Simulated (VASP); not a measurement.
# Be (Im-3m) in VASP: a series of runs

Be is run at these levels: PBE; tasks: electric field gradients.

Everything below comes from runs of VASP 6.6.1. Logs are shortened: lines on timing, memory, paths and dates and some standing lists are left out, and cuts for length are marked.

### Step 1. The cell of the first run

It takes space group Im-3m (No. 229, cubic). Conventional cell: a = 2.489 Å, b = 2.489 Å, c = 2.489 Å, α = 90.00°, β = 90.00°, γ = 90.00°. Within 2.9 Å of Be (site symmetry m-3m) lie 14 Be at 2.16 to 2.49 Å.

### Step 2. Electric field gradients, PBE (volume scaled by 0.98)

Input file INCAR:

```
SYSTEM = Be
PREC = Accurate ; ENCUT = 520
EDIFF = 1E-8 ; ISMEAR = -1
SIGMA = 0.03 ; LREAL = .False.
LASPH = .True. ; NELM = 60
ALGO = Normal ; ISIF = 2
LWAVE = .False. ; LCHARG = .False.
GGA = PE ; LEFG = .True.
NBANDS = 7
```

Input file KPOINTS:

```
regular mesh
0
Gamma
  23 23 23
  0 0 0
```

Input file POSCAR:

```
Be
1.0
   -1.2447104902      1.2447104902      1.2447104902
    1.2447104902     -1.2447104902      1.2447104902
    1.2447104902      1.2447104902     -1.2447104902
Be
1
Direct
    0.0000000000      0.0000000000      0.0000000000
```

Potentials or basis: VASP PAW PBE potentials, release 64 (Be).

Launch:

```bash
$ cat potpaw_PBE.64/Be/POTCAR > POTCAR
$ mpirun -np 1 vasp_std > vasp.out
```

OUTCAR:

```text
SYSTEM = Be
   PREC = Accurate
   ENCUT = 520
   EDIFF = 1E-8
   ISMEAR = -1
   LREAL = .False.
   LASPH = .True.
   NELM = 60
   ISIF = 2
   GGA = PE

 ion  position               nearest neighbor table
   1  0.000  0.000  0.000-

  LATTYP: Found a body centered cubic cell.
 ALAT       =     2.4894209804

  Lattice vectors:

 A1 = (  -1.2447104902,   1.2447104902,   1.2447104902)
 A2 = (   1.2447104902,  -1.2447104902,   1.2447104902)
 A3 = (   1.2447104902,   1.2447104902,  -1.2447104902)

Analysis of symmetry for initial positions (statically):
=====================================================================
 Subroutine PRICEL returns:
 Original cell was already a primitive cell.

 Routine SETGRP: Setting up the symmetry group for a
 body centered cubic supercell.

 Subroutine GETGRP returns: Found 48 space group operations
 (whereof 48 operations were pure point group operations)
 out of a pool of 48 trial point group operations.

The static configuration has the point symmetry O_h .

Analysis of symmetry for dynamics (positions and initial velocities):
=====================================================================
 Subroutine PRICEL returns:
 Original cell was already a primitive cell.

 Routine SETGRP: Setting up the symmetry group for a
 body centered cubic supercell.

 Subroutine GETGRP returns: Found 48 space group operations
 (whereof 48 operations were pure point group operations)
 out of a pool of 48 trial point group operations.

The dynamic configuration has the point symmetry O_h .

 Subroutine INISYM returns: Found 48 space group operations
 (whereof 48 operations are pure point group operations),
 and found     1 'primitive' translations

----------------------------------------------------------------------------------------

                                     Primitive cell

  volume of cell :       7.7137

  direct lattice vectors                    reciprocal lattice vectors
    -1.244710490  1.244710490  1.244710490     0.000000000  0.401699836  0.401699836
     1.244710490 -1.244710490  1.244710490     0.401699836  0.000000000  0.401699836
     1.244710490  1.244710490 -1.244710490     0.401699836  0.401699836  0.000000000

  length of vectors
     2.155901810  2.155901810  2.155901810     0.568089356  0.568089356  0.568089356

  position of ions in fractional coordinates (direct lattice)
     0.000000000  0.000000000  0.000000000

  ion indices of the primitive-cell ions
   primitive index   ion index
                 1           1

----------------------------------------------------------------------------------------

 KPOINTS: regular mesh

Automatic generation of k-mesh.
 Grid dimensions read from file:
 generate k-points for:   23   23   23

 Generating k-lattice:

  Cartesian coordinates                     Fractional coordinates (reciprocal lattice)
     0.000000000  0.017465210  0.017465210     0.043478261  0.000000000  0.000000000
     0.017465210  0.000000000  0.017465210     0.000000000  0.043478261  0.000000000
     0.017465210  0.017465210  0.000000000     0.000000000  0.000000000  0.043478261

  Length of vectors
     0.024699537  0.024699537  0.024699537

  Shift w.r.t. Gamma in fractional coordinates (k-lattice)
     0.000000000  0.000000000  0.000000000

 Subroutine IBZKPT returns following result:
 ===========================================

 Found    364 irreducible k-points:

 Following reciprocal coordinates:
            Coordinates               Weight
  0.000000  0.000000  0.000000      1.000000
  0.043478  0.000000  0.000000     12.000000
  0.086957  0.000000  0.000000     12.000000
  0.130435  0.000000  0.000000     12.000000
  0.173913  0.000000  0.000000     12.000000
  0.217391  0.000000  0.000000     12.000000
[... 16 lines left out ...]
  0.478261  0.043478  0.000000     24.000000
  0.086957  0.086957  0.000000     24.000000
 [... further k-points ...]
   k-points           NKPTS =    364   k-points in BZ     NKDIM =    364   number of bands    NBANDS=      7
   number of dos      NEDOS =    301   number of ions     NIONS =      1
   total plane-waves  NPLWV =   4096
   dimension x,y,z NGX =    16 NGY =   16 NGZ =   16
   dimension x,y,z NGXF=    32 NGYF=   32 NGZF=   32
   ions per type =               1
   NGX,Y,Z   is equivalent  to a cutoff of  12.34, 12.34, 12.34 a.u.
   NGXF,Y,Z  is equivalent  to a cutoff of  24.68, 24.68, 24.68 a.u.
 SYSTEM =  Be
   PREC   = accura    normal or accurate (medium, high low for compatibility)
   ISTART =      0    job   : 0-new  1-cont  2-samecut
   ICHARG =      2    charge: 1-file 2-atom 10-const
   ISPIN  =      1    spin polarized calculation?
   LNONCOLLINEAR =      F non collinear calculations
   LSORBIT =      F    spin-orbit coupling
   LASPH  =      T    aspherical Exc in radial PAW
   ENCUT  =  520.0 eV  38.22 Ry    6.18 a.u.   4.01  4.01  4.01*2*pi/ulx,y,z
   NELM   =     60;   NELMIN=  2; NELMDL= -5     # of ELM steps
   EDIFF  = 0.1E-07   stopping-criterion for ELM
   LREAL  =      F    real-space projection
   EDIFFG = 0.1E-06   stopping-criterion for IOM
   NSW    =      0    number of steps for IOM
   IBRION =     -1    ionic relax: 0-MD 1-quasi-New 2-CG
   NFREE  =      0    steps in history (QN), initial steepest desc. (CG)
   ISIF   =      2    stress and relaxation
   ISYM   =      2    0-nonsym 1-usesym 2-fastsym
   POTIM  = 0.5000    time-step for ionic-motion
   TEBEG  =    0.0;   TEEND  =   0.0 temperature during run
   PSTRESS=    0.0 pullay stress
   NELECT =       2.0000    total number of electrons
   NUPDOWN=      -1.0000    fix difference up-down
   EMIN   =  10.00;   EMAX   =-10.00  energy-range for DOS
   EFERMI =   0.00;   METHOD = LEGACY
   ISMEAR =    -1;   SIGMA  =   0.03  broadening in eV -4-tet -1-fermi 0-gaus
   EFERMI_NEDOS =   21; number of points for ismear=-14 and -15
   IALGO  =     38    algorithm
   IMIX   =      4    mixing-type and parameters
     AMIX     =   0.40;   BMIX     =  1.00
     AMIX_MAG =   1.60;   BMIX_MAG =  1.00
  volume/ion in A,a.u.               =       7.71        52.05
  Fermi-wavevector in a.u.,A,eV,Ry     =   1.043910  1.972704 14.826929  1.089749
  Thomas-Fermi vector in A             =   2.178640
   LORBIT       =      0    0 simple, 1 ext, 2 COOP (PROOUT), +10 PAW based schemes
   GGA     = PE    functional components
   LHFCALC =     F    Hartree Fock is set to
   AEXX    =    0.0000 exact exchange contribution
   IVDW    =     0    specifies the selected vdW correction
   LEPSILON=     F    determine dielectric tensor
   LRPA    =     F    only Hartree local field effects (RPA)
 non-spin polarized calculation
  energy-cutoff  :      520.00
  volume of cell :        7.71
 maximum number of plane-waves:       236
   NGX =  7   NGY =  7   NGZ =  7

 number of electron       2.0000000 magnetization

 Free energy of the ion-electron system (eV)
  ---------------------------------------------------
  ext. energy  EPLUGINS =         0.00000000
  ---------------------------------------------------
  free energy    TOTEN  =        -3.66507373 eV

  energy without entropy =       -3.66453008  energy(sigma->0) =       -3.66480190

 E-fermi :   8.1424     XC(G=0): -10.6935

 val. band max:        8.0928428453   @ k =   0.3043   0.2609   0.0870
 cond. band min:       8.1844833361   @ k =   0.3043   0.3043   0.0000
 fundamental gap:      0.0916404908
 Fermi energy:         8.1424139177

 k-point     1 :       0.0000    0.0000    0.0000
  band No.  band energies     occupation
      1      -4.2593      2.00000
      2      27.7629      0.00000
      3      27.7629      0.00000
      4      27.7629      0.00000
      5      39.1978      0.00000
      6      39.1978      0.00000
      7      39.1978      0.00000

 k-point     2 :       0.0435    0.0000    0.0000
  band No.  band energies     occupation
      1      -4.1924      2.00000
      2      27.4311      0.00000
      3      27.4830      0.00000
      4      27.6830      0.00000
      5      38.2506      0.00000
      6      38.2985      0.00000
      7      39.6545      0.00000

 k-point     3 :       0.0870    0.0000    0.0000
  band No.  band energies     occupation
      1      -3.9918      2.00000
      2      26.4096      0.00000
      3      26.7574      0.00000
      4      27.4473      0.00000
      5      36.3744      0.00000
      6      36.7461      0.00000
      7      40.0017      0.00000
[... 191 lines left out ...]
 k-point    23 :       0.4783    0.0435    0.0000
  band No.  band energies     occupation
      1       2.8699      2.00000
      2       8.5423      0.00000
      3      20.3312      0.00000
      4      23.1955      0.00000
      5      29.5388      0.00000
      6      34.8201      0.00000
      7      44.8408      0.00000

 k-point    24 :       0.0870    0.0870    0.0000
  band No.  band energies     occupation
      1      -3.4563      2.00000
      2      24.5358      0.00000
      3      24.7031      0.00000
      4      26.4144      0.00000
      5      34.5585      0.00000
      6      35.1217      0.00000
      7      39.3576      0.00000

 [... further k-points ...]
[... 5 lines left out ...]
  --------------------------------------------------------------------------------------
  -------------------------------------------------------------------------------------
  Total        0.0880001      0.0880001      0.0880001      0.0000000      0.0000000      0.0000000
  in kB       18.2780002     18.2780002     18.2780002      0.0000000      0.0000000      0.0000000
  external PRESSURE =      18.2780002 kB  Pullay stress =       0.0000000 kB

 VOLUME and BASIS-vectors are now :
 -----------------------------------------------------------------------------
  energy-cutoff  :      520.00
  volume of cell :        7.71
      direct lattice vectors                 reciprocal lattice vectors
    -1.244710490  1.244710490  1.244710490     0.000000000  0.401699836  0.401699836
     1.244710490 -1.244710490  1.244710490     0.401699836  0.000000000  0.401699836
     1.244710490  1.244710490 -1.244710490     0.401699836  0.401699836  0.000000000

 POSITION                                       TOTAL-FORCE (eV/Angst)
 -----------------------------------------------------------------------------------
      0.00000      0.00000      0.00000         0.000000      0.000000      0.000000
 -----------------------------------------------------------------------------------
    total drift:                                0.000000      0.000000      0.000000

  FREE ENERGIE OF THE ION-ELECTRON SYSTEM (eV)
  ---------------------------------------------------
  free  energy   TOTEN  =        -3.6650737308 eV

  energy  without entropy=       -3.6645300788  energy(sigma->0) =       -3.66480190

 Electric field gradients (V/A^2)
---------------------------------------------------------------------
 ion       V_xx      V_yy      V_zz      V_xy      V_xz      V_yz
---------------------------------------------------------------------
   1      -0.000    -0.000    -0.000     0.000     0.000     0.000
---------------------------------------------------------------------

 Electric field gradients after diagonalization (V/A^2)
 (convention: |V_zz| > |V_xx| > |V_yy|)
----------------------------------------------------------------------
 ion       V_xx      V_yy      V_zz     asymmetry (V_yy - V_xx)/ V_zz
----------------------------------------------------------------------
   1      -0.000    -0.000     0.000       0.000
----------------------------------------------------------------------

           NMR quadrupolar parameters

 Cq : quadrupolar parameter    Cq=e*Q*V_zz/h
 eta: asymmetry parameters     (V_yy - V_xx)/ V_zz
 Q  : nuclear electric quadrupole moment in mb (millibarn)
----------------------------------------------------------------------
 ion       Cq(MHz)       eta       Q (mb)
----------------------------------------------------------------------
   1       0.000       0.000       1.000
----------------------------------------------------------------------
```

It took 12 s on 1 thread of Intel Xeon 8259CL, shared host; peak memory 0.12 GiB.

Results:

```yaml
Free_energy: -3.6651 eV
Pressure: 1.8 GPa
Band_gap_on_the_k_mesh: zero (band 1 reaches 11.70 eV, above the bottom of band 2 at 6.76 eV)
```

Caveat: without QUAD_EFG the Cq values of the log hold for a quadrupole moment of 1 mb, not for the nuclei.

(Part 1 of 2 ends here.)
